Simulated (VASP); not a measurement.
# CaIr2S4 (I4/mmm) in VASP: further runs

The runs below take CaIr2S4 through single point, relaxation of cell and atoms, with PBE.

Program: VASP 6.6.1. These are calculated values, not measurements. Logs are shortened: lines on timing, memory, paths and dates and some standing lists are left out, and cuts for length are marked.

## Step 1: The cell of the first run

Symmetry: I4/mmm, No. 139, tetragonal system. Conventional cell: a = 7.733 Å, b = 7.733 Å, c = 5.283 Å, α = 90.00°, β = 90.00°, γ = 90.00°. Within 4.4 Å of Ca (site symmetry 4/mmm) lie 16 S at 3.30 to 4.30 Å and 8 Ir at 4.09 Å. Within 3.0 Å of Ir (site symmetry -4m2) lie 4 S at 2.30 Å and 2 Ir at 2.64 Å. Within 3.0 Å of S (site symmetry m2m) lie 2 Ir at 2.30 Å and 2 S at 2.80 Å.

The cell was built from a structure type or drawn by symmetry, and may not be a known phase.

## Step 2: Single point, PBE, collinear spin

Input file INCAR:

```
SYSTEM = CaIr2S4
ALGO     = Normal         ! electronic algorithm
EDIFF    = 1E-6           ! SCF threshold, eV
ENCUT    = 520            ! plane-wave cutoff, eV
GGA      = PE             ! functional
ISIF     = 2              ! what is computed and relaxed
ISMEAR   = 0              ! smearing method
ISPIN    = 2              ! spin polarisation
LASPH    = .TRUE.         ! aspherical terms in the spheres
LCHARG   = .FALSE.        ! write CHGCAR
LMAXMIX  = 4              ! l up to which the mixer works
LORBIT   = 11             ! projections on sites
LREAL    = .FALSE.        ! projectors in reciprocal space
LWAVE    = .FALSE.        ! write WAVECAR
MAGMOM   = 0 1 1 0 0 0 0  ! initial moments
NBANDS   = 39             ! bands
NELM     = 150            ! most SCF steps
PREC     = Accurate       ! precision mode
SIGMA    = 0.15           ! smearing width, eV
```

Input file KPOINTS:

```
k-points
0
G
  3 3 3
  0 0 0
```

Input file POSCAR:

```
CaIr2S4
1.0
   -3.8667397604      3.8667397604      2.6414960091
    3.8667397604     -3.8667397604      2.6414960091
    3.8667397604      3.8667397604     -2.6414960091
Ca Ir S
1 2 4
Direct
    0.0000000000      0.0000000000      0.0000000000
    0.7500000000      0.2500000000      0.5000000000
    0.2500000000      0.7500000000      0.5000000000
    0.2440036978      0.5000000000      0.7440036978
    0.5000000000      0.2440036978      0.7440036978
    0.5000000000      0.7559963022      0.2559963022
    0.7559963022      0.5000000000      0.2559963022
```

Potentials or basis: VASP PAW PBE potentials, release 64 (Ca_sv, Ir, S).

Started as:

```bash
> cat potpaw_PBE.64/Ca_sv/POTCAR potpaw_PBE.64/Ir/POTCAR potpaw_PBE.64/S/POTCAR > POTCAR
> mpirun -np 1 vasp_std > vasp.out
```

OUTCAR:

```text
SYSTEM = CaIr2S4
   EDIFF = 1E-6
   ENCUT = 520
   GGA = PE
   ISIF = 2
   ISMEAR = 0
   ISPIN = 2
   LASPH = .TRUE.
   LORBIT = 11
   LREAL = .FALSE.
   NELM = 150
   PREC = Accurate

 ion  position               nearest neighbor table
   1  0.000  0.000  0.000-
   2  0.750  0.250  0.500-   4 2.30   5 2.30   6 2.30   7 2.30   3 2.64   3 2.64
   3  0.250  0.750  0.500-   4 2.30   5 2.30   6 2.30   7 2.30   2 2.64   2 2.64
   4  0.244  0.500  0.744-   2 2.30   3 2.30
   5  0.500  0.244  0.744-   2 2.30   3 2.30
   6  0.500  0.756  0.256-   2 2.30   3 2.30
   7  0.756  0.500  0.256-   2 2.30   3 2.30

  LATTYP: Found a body centered tetragonal cell.
 ALAT       =     7.7334795208
 C/A-ratio  =     0.6831326060

  Lattice vectors:

 A1 = (  -3.8667397604,   3.8667397604,   2.6414960091)
 A2 = (   3.8667397604,  -3.8667397604,   2.6414960091)
 A3 = (   3.8667397604,   3.8667397604,  -2.6414960091)

Analysis of symmetry for initial positions (statically):
=====================================================================
 Subroutine PRICEL returns:
 Original cell was already a primitive cell.

 Routine SETGRP: Setting up the symmetry group for a
 body centered tetragonal supercell.

 Subroutine GETGRP returns: Found 16 space group operations
 (whereof 16 operations were pure point group operations)
 out of a pool of 16 trial point group operations.

The static configuration has the point symmetry D_4h.

Analysis of symmetry for dynamics (positions and initial velocities):
=====================================================================
 Subroutine PRICEL returns:
 Original cell was already a primitive cell.

 Routine SETGRP: Setting up the symmetry group for a
 body centered tetragonal supercell.

 Subroutine GETGRP returns: Found 16 space group operations
 (whereof 16 operations were pure point group operations)
 out of a pool of 16 trial point group operations.

The dynamic configuration has the point symmetry D_4h.

Analysis of structural, dynamic, and magnetic symmetry:
=====================================================================
 Subroutine PRICEL returns:
 Original cell was already a primitive cell.

 Routine SETGRP: Setting up the symmetry group for a
 body centered tetragonal supercell.

 Subroutine GETGRP returns: Found 16 space group operations
 (whereof 16 operations were pure point group operations)
 out of a pool of 16 trial point group operations.

The overall configuration has the point symmetry D_4h.

 Subroutine INISYM returns: Found 16 space group operations
 (whereof 16 operations are pure point group operations),
 and found     1 'primitive' translations

----------------------------------------------------------------------------------------

                                     Primitive cell

  volume of cell :     157.9792

  direct lattice vectors                    reciprocal lattice vectors
    -3.866739760  3.866739760  2.641496009     0.000000000  0.129307900  0.189286676
     3.866739760 -3.866739760  2.641496009     0.129307900  0.000000000  0.189286676
     3.866739760  3.866739760 -2.641496009     0.129307900  0.129307900  0.000000000

  length of vectors
     6.072960885  6.072960885  6.072960885     0.229237822  0.229237822  0.182868987

  position of ions in fractional coordinates (direct lattice)
     0.000000000  0.000000000  0.000000000
     0.750000000  0.250000000  0.500000000
     0.250000000  0.750000000  0.500000000
     0.244003698  0.500000000  0.744003698
     0.500000000  0.244003698  0.744003698
     0.500000000  0.755996302  0.255996302
     0.755996302  0.500000000  0.255996302

  ion indices of the primitive-cell ions
   primitive index   ion index
                 1           1
                 2           2
                 3           3
                 4           4
                 5           5
                 6           6
                 7           7

----------------------------------------------------------------------------------------

 KPOINTS: k-points
[... 32 lines left out ...]
   number of dos      NEDOS =    301   number of ions     NIONS =      7
   total plane-waves  NPLWV = 110592
   dimension x,y,z NGX =    48 NGY =   48 NGZ =   48
   dimension x,y,z NGXF=    96 NGYF=   96 NGZF=   96
   ions per type =               1   2   4
   NGX,Y,Z   is equivalent  to a cutoff of  13.14, 13.14, 13.14 a.u.
   NGXF,Y,Z  is equivalent  to a cutoff of  26.28, 26.28, 26.28 a.u.
 SYSTEM =  CaIr2S4
   PREC   = accura    normal or accurate (medium, high low for compatibility)
   ISTART =      0    job   : 0-new  1-cont  2-samecut
   ICHARG =      2    charge: 1-file 2-atom 10-const
   ISPIN  =      2    spin polarized calculation?
   LNONCOLLINEAR =      F non collinear calculations
   LSORBIT =      F    spin-orbit coupling
   LASPH  =      T    aspherical Exc in radial PAW
   ENCUT  =  520.0 eV  38.22 Ry    6.18 a.u.  11.29 11.29 11.29*2*pi/ulx,y,z
   NELM   =    150;   NELMIN=  2; NELMDL= -5     # of ELM steps
   EDIFF  = 0.1E-05   stopping-criterion for ELM
   LREAL  =      F    real-space projection
   EDIFFG = 0.1E-04   stopping-criterion for IOM
   NSW    =      0    number of steps for IOM
   IBRION =     -1    ionic relax: 0-MD 1-quasi-New 2-CG
   NFREE  =      0    steps in history (QN), initial steepest desc. (CG)
   ISIF   =      2    stress and relaxation
   ISYM   =      2    0-nonsym 1-usesym 2-fastsym
   POTIM  = 0.5000    time-step for ionic-motion
   TEBEG  =    0.0;   TEEND  =   0.0 temperature during run
   PSTRESS=    0.0 pullay stress
   NELECT =      52.0000    total number of electrons
   NUPDOWN=      -1.0000    fix difference up-down
   EMIN   =  10.00;   EMAX   =-10.00  energy-range for DOS
   EFERMI =   0.00;   METHOD = LEGACY
   ISMEAR =     0;   SIGMA  =   0.15  broadening in eV -4-tet -1-fermi 0-gaus
   EFERMI_NEDOS =   21; number of points for ismear=-14 and -15
   IALGO  =     38    algorithm
   IMIX   =      4    mixing-type and parameters
     AMIX     =   0.40;   BMIX     =  1.00
     AMIX_MAG =   1.60;   BMIX_MAG =  1.00
  volume/ion in A,a.u.               =      22.57       152.30
  Fermi-wavevector in a.u.,A,eV,Ry     =   1.130341  2.136034 17.383754  1.277670
  Thomas-Fermi vector in A             =   2.267037
   LORBIT       =     11    0 simple, 1 ext, 2 COOP (PROOUT), +10 PAW based schemes
   GGA     = PE    functional components
   LHFCALC =     F    Hartree Fock is set to
   AEXX    =    0.0000 exact exchange contribution
   IVDW    =     0    specifies the selected vdW correction
   LEPSILON=     F    determine dielectric tensor
   LRPA    =     F    only Hartree local field effects (RPA)
 spin polarized calculation
 Gauss-broadening in eV      SIGMA  =   0.15
  energy-cutoff  :      520.00
  volume of cell :      157.98
 maximum number of plane-waves:      4265
 NGX is ok and might be reduce to    48
   NGX = 23   NGY = 23   NGZ = 23

 number of electron      52.0000001 magnetization      -0.0159634

 number of electron      52.0000001 magnetization       0.0000367

 Free energy of the ion-electron system (eV)
  ---------------------------------------------------
  ext. energy  EPLUGINS =         0.00000000
  ---------------------------------------------------
  free energy    TOTEN  =       -37.72380495 eV

  energy without entropy =      -37.67258052  energy(sigma->0) =      -37.69819274

 E-fermi :   5.1124     XC(G=0):  -9.5473

 val. band max:        5.0822625208   @ k =   0.3333   0.0000  -0.0000
 cond. band min:       5.3174838864   @ k =  -0.3333   0.3333   0.0000
 fundamental gap:      0.2352213656
 Fermi energy:         5.1123774230

 spin component 1

 k-point     1 :       0.0000    0.0000    0.0000
  band No.  band energies     occupation
      1     -38.0317      1.00000
      2     -19.0078      1.00000
      3     -19.0078      1.00000
      4     -18.9156      1.00000
      5      -9.9695      1.00000
      6      -8.5642      1.00000
[... 235 lines left out ...]
     37      10.2696      0.00000
     38      10.2696      0.00000
 Fermi energy:         5.1123774230

 spin component 2

 k-point     1 :       0.0000    0.0000    0.0000
  band No.  band energies     occupation
      1     -38.0317      1.00000
      2     -19.0078      1.00000
      3     -19.0078      1.00000
      4     -18.9156      1.00000
      5      -9.9695      1.00000
      6      -8.5642      1.00000
[... 235 lines left out ...]
     37      10.2696      0.00000
     38      10.2696      0.00000
 [bands above 38 left out]

------------------------ aborting loop because EDIFF is reached ----------------------------------------

  FORCE on cell =-STRESS in cart. coord.  units (eV):
  Direction    XX          YY          ZZ          XY          YZ          ZX
  --------------------------------------------------------------------------------------
  -------------------------------------------------------------------------------------
  Total        0.8085738      0.8085738     -0.0335879      0.0000000      0.0000000      0.0000000
  in kB        8.2003126      8.2003126     -0.3406383      0.0000000      0.0000000      0.0000000
  external PRESSURE =       5.3533290 kB  Pullay stress =       0.0000000 kB

 VOLUME and BASIS-vectors are now :
 -----------------------------------------------------------------------------
  energy-cutoff  :      520.00
  volume of cell :      157.98
      direct lattice vectors                 reciprocal lattice vectors
    -3.866739760  3.866739760  2.641496009     0.000000000  0.129307900  0.189286676
     3.866739760 -3.866739760  2.641496009     0.129307900  0.000000000  0.189286676
     3.866739760  3.866739760 -2.641496009     0.129307900  0.129307900  0.000000000

 POSITION                                       TOTAL-FORCE (eV/Angst)
 -----------------------------------------------------------------------------------
      0.00000      0.00000      0.00000         0.000000      0.000000      0.000000
      0.00000      3.86674      1.32075         0.000000      0.000000      0.000000
      3.86674      0.00000      1.32075         0.000000      0.000000     -0.000000
      3.86674      1.88700      0.00000         0.000000     -0.021778      0.000000
      1.88700      3.86674      0.00000        -0.021778      0.000000      0.000000
      1.97974     -0.00000      2.64150         0.021778      0.000000      0.000000
     -0.00000      1.97974      2.64150        -0.000000      0.021778      0.000000
 -----------------------------------------------------------------------------------
    total drift:                                0.000000     -0.000000      0.000000

  FREE ENERGIE OF THE ION-ELECTRON SYSTEM (eV)
  ---------------------------------------------------
  free  energy   TOTEN  =       -37.7238049546 eV

  energy  without entropy=      -37.6725805187  energy(sigma->0) =      -37.69819274

 total charge

# of ion       s       p       d       tot
------------------------------------------
    1        2.012   5.819   0.160   7.991
    2        0.634   0.707   7.174   8.515
    3        0.634   0.707   7.174   8.515
    4        1.372   2.245   0.000   3.617
    5        1.372   2.245   0.000   3.617
    6        1.372   2.245   0.000   3.617
    7        1.372   2.245   0.000   3.617
--------------------------------------------------
tot          8.769  16.211  14.508  39.488

 magnetization (x)

# of ion       s       p       d       tot
------------------------------------------
    1       -0.000  -0.000  -0.000  -0.000
    2       -0.000   0.000   0.000   0.000
    3       -0.000   0.000   0.000   0.000
    4        0.000   0.000   0.000   0.000
    5        0.000   0.000   0.000   0.000
    6        0.000   0.000   0.000   0.000
    7        0.000   0.000   0.000   0.000
--------------------------------------------------
tot          0.000   0.000   0.000   0.000
```

Wall time 73 s (1 thread of Intel Xeon 6975P-C (Granite Rapids), shared host); peak memory 0.43 GiB.

Results:

| Quantity | Value |
| --- | --- |
| Free energy | -37.7238 eV |
| Pressure | 0.5 GPa |
| Largest force | 0.022 eV/Å |
| Band gap on the k mesh | zero (filled and empty bands overlap) |
| Net moment | 0.00 μB per cell |
| Valence electrons inside the program's atomic spheres | Ca 7.99; Ir 8.52; S 3.62 |

Forces in eV/Å, atoms in the order of the input:
```
Ca   0.000  0.000  0.000
Ir   0.000  0.000  0.000
Ir   0.000  0.000  0.000
S    0.000 -0.022  0.000
S   -0.022  0.000  0.000
S    0.022  0.000  0.000
S    0.000  0.022  0.000
```

Stress tensor (GPa, compression positive):
```
 0.82  0.00  0.00
 0.00  0.82  0.00
 0.00  0.00 -0.03
```

Levels at points of the mesh, in eV from the Fermi level:
Spin up:
```
           k point  band 24  band 25  band 26  band 27  band 28  band 29
(0.00, 0.00, 0.00)    -1.14    -1.14    -0.40    -0.15     0.61     1.47
```
Spin down:
```
           k point  band 24  band 25  band 26  band 27  band 28  band 29
(0.00, 0.00, 0.00)    -1.14    -1.14    -0.40    -0.15     0.61     1.47
```

Caveat: the k points lie up to 0.48 Å⁻¹ apart; spin-orbit coupling is left out, which moves the levels of the heavy elements.

(Continued in part 2 of 2.)
